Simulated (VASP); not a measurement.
# CsCl (Pm-3m) in VASP: further runs

CsCl is run at these levels: PBEsol; tasks: electric field gradients.

Program: VASP 6.6.1. These are calculated values, not measurements. Logs are shortened: lines on timing, memory, paths and dates and some standing lists are left out, and cuts for length are marked.

### 1 The cell of the first run

The structure is cubic, space group Pm-3m (No. 221). The conventional cell has a = 4.123 Å, b = 4.123 Å, c = 4.123 Å, α = 90.00°, β = 90.00°, γ = 90.00°. Cs (site symmetry m-3m) has 8 Cl at 3.57 Å and 6 Cs at 4.12 Å within 4.7 Å. Within 4.7 Å of Cl (site symmetry m-3m) lie 8 Cs at 3.57 Å and 6 Cl at 4.12 Å.

### 2 Electric field gradients, PBEsol

Contents of INCAR:

```
SYSTEM = CsCl
  PREC = Accurate
  ENCUT = 400
  EDIFF = 1E-8
  ISMEAR = -1
  SIGMA = 0.03
  LREAL = .FALSE.
  LASPH = .TRUE.
  NELM = 120
  ALGO = Normal
  ISIF = 2
  LWAVE = .FALSE.
  LCHARG = .FALSE.
  GGA = PS
  LEFG = .TRUE.
  NBANDS = 15
  GGA_COMPAT = .FALSE.
```

Contents of KPOINTS:

```
Automatic mesh
0
G
  6 6 6
  0 0 0
```

Contents of POSCAR:

```
CsCl
1.0
    4.1230000000      0.0000000000      0.0000000000
    0.0000000000      4.1230000000      0.0000000000
    0.0000000000      0.0000000000      4.1230000000
Cs Cl
1 1
Direct
    0.0000000000      0.0000000000      0.0000000000
    0.5000000000      0.5000000000      0.5000000000
```

Potentials or basis: VASP PAW PBE potentials, release 64 (Cs_sv, Cl).

The run is started by

```console
cat potpaw_PBE.64/Cs_sv/POTCAR potpaw_PBE.64/Cl/POTCAR > POTCAR
mpirun -np 1 vasp_std > vasp.out
```

OUTCAR:

```text
SYSTEM = CsCl
   PREC = Accurate
   ENCUT = 400
   EDIFF = 1E-8
   ISMEAR = -1
   LREAL = .FALSE.
   LASPH = .TRUE.
   NELM = 120
   ISIF = 2
   GGA = PS

 ion  position               nearest neighbor table
   1  0.000  0.000  0.000-
   2  0.500  0.500  0.500-

  LATTYP: Found a simple cubic cell.
 ALAT       =     4.1230000000

  Lattice vectors:

 A1 = (   4.1230000000,   0.0000000000,   0.0000000000)
 A2 = (   0.0000000000,   4.1230000000,   0.0000000000)
 A3 = (   0.0000000000,   0.0000000000,   4.1230000000)

Analysis of symmetry for initial positions (statically):
=====================================================================
 Subroutine PRICEL returns:
 Original cell was already a primitive cell.

 Routine SETGRP: Setting up the symmetry group for a
 simple cubic supercell.

 Subroutine GETGRP returns: Found 48 space group operations
 (whereof 48 operations were pure point group operations)
 out of a pool of 48 trial point group operations.

The static configuration has the point symmetry O_h .

Analysis of symmetry for dynamics (positions and initial velocities):
=====================================================================
 Subroutine PRICEL returns:
 Original cell was already a primitive cell.

 Routine SETGRP: Setting up the symmetry group for a
 simple cubic supercell.

 Subroutine GETGRP returns: Found 48 space group operations
 (whereof 48 operations were pure point group operations)
 out of a pool of 48 trial point group operations.

The dynamic configuration has the point symmetry O_h .

 Subroutine INISYM returns: Found 48 space group operations
 (whereof 48 operations are pure point group operations),
 and found     1 'primitive' translations

----------------------------------------------------------------------------------------

                                     Primitive cell

  volume of cell :      70.0874

  direct lattice vectors                    reciprocal lattice vectors
     4.123000000  0.000000000  0.000000000     0.242541838  0.000000000  0.000000000
[... 128 lines left out ...]

 E-fermi :   0.2549     XC(G=0):  -8.4741

 val. band max:       -0.4114419513   @ k =   0.0000   0.0000   0.0000
 cond. band min:       4.6358224844   @ k =   0.0000   0.0000   0.0000
 fundamental gap:      5.0472644356
 Fermi energy:         0.2548706381

 k-point     1 :       0.0000    0.0000    0.0000
  band No.  band energies     occupation
      1     -19.7811      2.00000
      2     -12.5671      2.00000
      3      -6.2513      2.00000
      4      -6.2513      2.00000
      5      -6.2513      2.00000
      6      -0.4114      2.00000
      7      -0.4114      2.00000
      8      -0.4114      2.00000
      9       4.6358      0.00000
     10       4.8521      0.00000
     11       4.8521      0.00000
     12       9.5877      0.00000
     13       9.5877      0.00000
     14       9.5877      0.00000
[... 329 lines left out ...]
      2     -12.3952      2.00000
      3      -6.7947      2.00000
      4      -6.7947      2.00000
      5      -6.7947      2.00000
      6      -1.5446      2.00000
      7      -1.5446      2.00000
      8      -1.5446      2.00000
      9       8.0011      0.00000
     10       8.0011      0.00000
     11       8.0011      0.00000
     12       9.9538      0.00000
     13       9.9538      0.00000
     14       9.9538      0.00000
     15      12.0903      0.00000

------------------------ aborting loop because EDIFF is reached ----------------------------------------

  FORCE on cell =-STRESS in cart. coord.  units (eV):
  Direction    XX          YY          ZZ          XY          YZ          ZX
  --------------------------------------------------------------------------------------
  -------------------------------------------------------------------------------------
  Total       -0.2746517     -0.2746517     -0.2746517      0.0000000      0.0000000     -0.0000000
  in kB       -6.2784573     -6.2784573     -6.2784573      0.0000000      0.0000000     -0.0000000
  external PRESSURE =      -6.2784573 kB  Pullay stress =       0.0000000 kB

 VOLUME and BASIS-vectors are now :
 -----------------------------------------------------------------------------
  energy-cutoff  :      400.00
  volume of cell :       70.09
      direct lattice vectors                 reciprocal lattice vectors
     4.123000000  0.000000000  0.000000000     0.242541838  0.000000000  0.000000000
     0.000000000  4.123000000  0.000000000     0.000000000  0.242541838  0.000000000
     0.000000000  0.000000000  4.123000000     0.000000000  0.000000000  0.242541838

 POSITION                                       TOTAL-FORCE (eV/Angst)
 -----------------------------------------------------------------------------------
      0.00000      0.00000      0.00000         0.000000      0.000000      0.000000
      2.06150      2.06150      2.06150         0.000000      0.000000      0.000000
 -----------------------------------------------------------------------------------
    total drift:                                0.000000      0.000000      0.000000

  FREE ENERGIE OF THE ION-ELECTRON SYSTEM (eV)
  ---------------------------------------------------
  free  energy   TOTEN  =        -6.8416744603 eV

  energy  without entropy=       -6.8416744603  energy(sigma->0) =       -6.84167446

 Electric field gradients (V/A^2)
---------------------------------------------------------------------
 ion       V_xx      V_yy      V_zz      V_xy      V_xz      V_yz
---------------------------------------------------------------------
   1       0.000     0.000     0.000    -0.000     0.000    -0.000
   2       0.000     0.000    -0.000     0.000     0.000     0.000
---------------------------------------------------------------------

 Electric field gradients after diagonalization (V/A^2)
 (convention: |V_zz| > |V_xx| > |V_yy|)
----------------------------------------------------------------------
 ion       V_xx      V_yy      V_zz     asymmetry (V_yy - V_xx)/ V_zz
----------------------------------------------------------------------
   1       0.000     0.000     0.000      -0.241
   2       0.000    -0.000     0.000      -1.206
----------------------------------------------------------------------

           NMR quadrupolar parameters

 Cq : quadrupolar parameter    Cq=e*Q*V_zz/h
 eta: asymmetry parameters     (V_yy - V_xx)/ V_zz
 Q  : nuclear electric quadrupole moment in mb (millibarn)
----------------------------------------------------------------------
 ion       Cq(MHz)       eta       Q (mb)
----------------------------------------------------------------------
   1       0.000      -0.241       1.000
   2       0.000      -1.206       1.000
----------------------------------------------------------------------
```

stdout:

```text
POSCAR found type information on POSCAR CsCl
 POSCAR found :  2 types and       2 ions
 scaLAPACK will be used
 -----------------------------------------------------------------------------
|                                                                             |
|                                                                             |
|     You enforced a specific xc type in the INCAR file but a different       |
|     I HOPE YOU KNOW WHAT YOU ARE DOING!                                     |
|                                                                             |
 -----------------------------------------------------------------------------

 LDA part: xc-table for (Slater+PW92), standard interpolation
 POSCAR, INCAR and KPOINTS ok, starting setup
 FFT: planning ... GRIDC
 FFT: planning ... GRID_SOFT
 FFT: planning ... GRID
 WAVECAR not read
 entering main loop
ion   1

ion   2
```

It took 21 s on 1 thread of AMD EPYC 7R13, shared host; peak memory 0.13 GiB.

Results:

```yaml
Free_energy: -6.8417 eV
Pressure: -0.6 GPa
Band_gap_on_the_k_mesh: 5.05 eV, direct
```

Levels at points of the mesh, in eV from the valence-band top:
```tsv
k point	band 5	band 6	band 7	band 8	band 9	band 10	band 11	band 12
(0.00, 0.00, 0.00)	-5.84	0.00	0.00	0.00	5.05	5.26	5.26	10.00
(0.50, 0.00, 0.00)	-5.69	-1.21	-0.25	-0.25	6.31	7.49	8.69	9.09
(0.50, 0.50, 0.00)	-5.60	-0.44	-0.44	-0.06	5.81	5.88	7.89	7.89
(0.50, 0.50, 0.50)	-6.38	-1.13	-1.13	-1.13	8.41	8.41	8.41	10.37
```

Caveat: without QUAD_EFG the Cq values of the log hold for a quadrupole moment of 1 mb, not for the nuclei; the PAW data sets were made with another functional, which shifts forces and pressure a little; spin-orbit coupling is left out, which moves the levels of the heavy elements. A k mesh can miss the band edges.

### 3 Electric field gradients, PBEsol (volume scaled by 1.04)

Contents of INCAR:

```
SYSTEM = CsCl
ALGO = Normal
EDIFF = 1E-8
ENCUT = 400
GGA = PS
GGA_COMPAT = .FALSE.
ISIF = 2
ISMEAR = -1
LASPH = .TRUE.
LCHARG = .FALSE.
LEFG = .TRUE.
LREAL = .FALSE.
LWAVE = .FALSE.
NBANDS = 15
NELM = 120
PREC = Accurate
SIGMA = 0.03
```

Contents of KPOINTS:

```
k-points
0
G
  6 6 6
  0 0 0
```

Contents of POSCAR:

```
CsCl
1.0
    4.1772562219      0.0000000000      0.0000000000
    0.0000000000      4.1772562219      0.0000000000
    0.0000000000      0.0000000000      4.1772562219
Cs Cl
1 1
Direct
    0.0000000000      0.0000000000      0.0000000000
    0.5000000000      0.5000000000      0.5000000000
```

Potentials or basis: VASP PAW PBE potentials, release 64 (Cs_sv, Cl).

The run is started by

```console
cat potpaw_PBE.64/Cs_sv/POTCAR potpaw_PBE.64/Cl/POTCAR > POTCAR
mpirun -np 1 vasp_std > vasp.out
```

OUTCAR:

```text
SYSTEM = CsCl
   EDIFF = 1E-8
   ENCUT = 400
   GGA = PS
   ISIF = 2
   ISMEAR = -1
   LASPH = .TRUE.
   LREAL = .FALSE.
   NELM = 120
   PREC = Accurate

 ion  position               nearest neighbor table
   1  0.000  0.000  0.000-
   2  0.500  0.500  0.500-

  LATTYP: Found a simple cubic cell.
 ALAT       =     4.1772562219

  Lattice vectors:

 A1 = (   4.1772562219,   0.0000000000,   0.0000000000)
 A2 = (   0.0000000000,   4.1772562219,   0.0000000000)
[... 563 lines left out ...]

  FREE ENERGIE OF THE ION-ELECTRON SYSTEM (eV)
  ---------------------------------------------------
  free  energy   TOTEN  =        -6.8264417665 eV

  energy  without entropy=       -6.8264417665  energy(sigma->0) =       -6.82644177

 Electric field gradients (V/A^2)
---------------------------------------------------------------------
 ion       V_xx      V_yy      V_zz      V_xy      V_xz      V_yz
---------------------------------------------------------------------
   1      -0.000    -0.000    -0.000    -0.000     0.000     0.000
   2       0.000     0.000    -0.000     0.000     0.000     0.000
---------------------------------------------------------------------

 Electric field gradients after diagonalization (V/A^2)
 (convention: |V_zz| > |V_xx| > |V_yy|)
----------------------------------------------------------------------
 ion       V_xx      V_yy      V_zz     asymmetry (V_yy - V_xx)/ V_zz
----------------------------------------------------------------------
   1      -0.000    -0.000    -0.000      -0.327
   2       0.000     0.000    -0.000       0.117
----------------------------------------------------------------------

           NMR quadrupolar parameters

 Cq : quadrupolar parameter    Cq=e*Q*V_zz/h
 eta: asymmetry parameters     (V_yy - V_xx)/ V_zz
 Q  : nuclear electric quadrupole moment in mb (millibarn)
----------------------------------------------------------------------
 ion       Cq(MHz)       eta       Q (mb)
----------------------------------------------------------------------
   1      -0.000      -0.327       1.000
   2      -0.000       0.117       1.000
----------------------------------------------------------------------
```

Run time: 23 s. Hardware: 1 thread of AMD EPYC 7R13, shared host; peak memory 0.13 GiB.

What came out:

* Free energy: -6.8264 eV
* Pressure: -1.2 GPa
* Band gap on the k mesh: 4.88 eV, direct

Levels at points of the mesh, in eV from the valence-band top:
```tsv
k point	band 4	band 5	band 6	band 7	band 8	band 9	band 10	band 11	band 12	band 13
(0.00, 0.00, 0.00)	-5.92	-5.92	0.00	0.00	0.00	4.88	5.30	5.30	9.86	9.86
(0.50, 0.00, 0.00)	-5.79	-5.79	-1.13	-0.21	-0.21	6.30	7.30	8.44	9.10	9.28
(0.50, 0.50, 0.00)	-6.63	-5.71	-0.43	-0.43	-0.04	5.77	5.85	7.85	7.85	11.41
(0.50, 0.50, 0.50)	-6.42	-6.42	-1.04	-1.04	-1.04	8.24	8.24	8.24	10.14	10.14
```

Caveat: without QUAD_EFG the Cq values of the log hold for a quadrupole moment of 1 mb, not for the nuclei; the PAW data sets were made with another functional, which shifts forces and pressure a little; spin-orbit coupling is left out, which moves the levels of the heavy elements.

### 4 Electric field gradients, PBEsol (volume scaled by 1.04)

Contents of INCAR:

```
PREC = Accurate
ENCUT = 400
EDIFF = 1E-8
ISMEAR = -1
SIGMA = 0.03
LREAL = F
LASPH = T
NELM = 120
ALGO = Normal
ISIF = 2
LWAVE = F
LCHARG = F
GGA = PS
LEFG = T
NBANDS = 15
GGA_COMPAT = F
```

Contents of KPOINTS:

```
regular mesh
0
Gamma
  6 6 6
```

POSCAR is that of step 3.

Potentials or basis: VASP PAW PBE potentials, release 64 (Cs_sv, Cl).

The run is started by

```console
cat potpaw_PBE.64/Cs_sv/POTCAR potpaw_PBE.64/Cl/POTCAR > POTCAR
mpirun -np 1 vasp_std > vasp.out
```

OUTCAR:

```text
PREC = Accurate
   ENCUT = 400
   EDIFF = 1E-8
   ISMEAR = -1
   LREAL = F
   LASPH = T
   NELM = 120
   ISIF = 2
   GGA = PS

 ion  position               nearest neighbor table
   1  0.000  0.000  0.000-
   2  0.500  0.500  0.500-

  LATTYP: Found a simple cubic cell.
 ALAT       =     4.1772562219

  Lattice vectors:

 A1 = (   4.1772562219,   0.0000000000,   0.0000000000)
 A2 = (   0.0000000000,   4.1772562219,   0.0000000000)
 A3 = (   0.0000000000,   0.0000000000,   4.1772562219)

[... 563 lines left out ...]
  ---------------------------------------------------
  free  energy   TOTEN  =        -6.8264417665 eV

  energy  without entropy=       -6.8264417665  energy(sigma->0) =       -6.82644177

 Electric field gradients (V/A^2)
---------------------------------------------------------------------
 ion       V_xx      V_yy      V_zz      V_xy      V_xz      V_yz
---------------------------------------------------------------------
   1      -0.000    -0.000    -0.000    -0.000     0.000     0.000
   2       0.000     0.000    -0.000     0.000     0.000     0.000
---------------------------------------------------------------------

 Electric field gradients after diagonalization (V/A^2)
 (convention: |V_zz| > |V_xx| > |V_yy|)
----------------------------------------------------------------------
 ion       V_xx      V_yy      V_zz     asymmetry (V_yy - V_xx)/ V_zz
----------------------------------------------------------------------
   1      -0.000    -0.000    -0.000      -0.327
   2       0.000     0.000    -0.000       0.117
----------------------------------------------------------------------

           NMR quadrupolar parameters

 Cq : quadrupolar parameter    Cq=e*Q*V_zz/h
 eta: asymmetry parameters     (V_yy - V_xx)/ V_zz
 Q  : nuclear electric quadrupole moment in mb (millibarn)
----------------------------------------------------------------------
 ion       Cq(MHz)       eta       Q (mb)
----------------------------------------------------------------------
   1      -0.000      -0.327       1.000
   2      -0.000       0.117       1.000
----------------------------------------------------------------------
```

stdout:

```text
POSCAR found type information on POSCAR CsCl
 POSCAR found :  2 types and       2 ions
 scaLAPACK will be used
 -----------------------------------------------------------------------------
|                                                                             |
|                                                                             |
|     You enforced a specific xc type in the INCAR file but a different       |
|     I HOPE YOU KNOW WHAT YOU ARE DOING!                                     |
|                                                                             |
 -----------------------------------------------------------------------------

 LDA part: xc-table for (Slater+PW92), standard interpolation
 POSCAR, INCAR and KPOINTS ok, starting setup
 FFT: planning ... GRIDC
 FFT: planning ... GRID_SOFT
 FFT: planning ... GRID
 WAVECAR not read
 entering main loop
ion   1

ion   2
```

It took 22 s on 1 thread of AMD EPYC 7R13, shared host; peak memory 0.13 GiB.

Results:

```
Free energy            : -6.8264 eV
Pressure               : -1.2 GPa
Band gap on the k mesh : 4.88 eV, direct
```

Levels at points of the mesh, in eV from the valence-band top:
```tsv
k point	band 6	band 7	band 8	band 9	band 10	band 11
(0.00, 0.00, 0.00)	0.00	0.00	0.00	4.88	5.30	5.30
(0.50, 0.00, 0.00)	-1.13	-0.21	-0.21	6.30	7.30	8.44
(0.50, 0.50, 0.00)	-0.43	-0.43	-0.04	5.77	5.85	7.85
(0.50, 0.50, 0.50)	-1.04	-1.04	-1.04	8.24	8.24	8.24
```

Caveat: without QUAD_EFG the Cq values of the log hold for a quadrupole moment of 1 mb, not for the nuclei; the PAW data sets were made with another functional, which shifts forces and pressure a little; spin-orbit coupling is left out, which moves the levels of the heavy elements.

(Continued in part 2 of 2.)
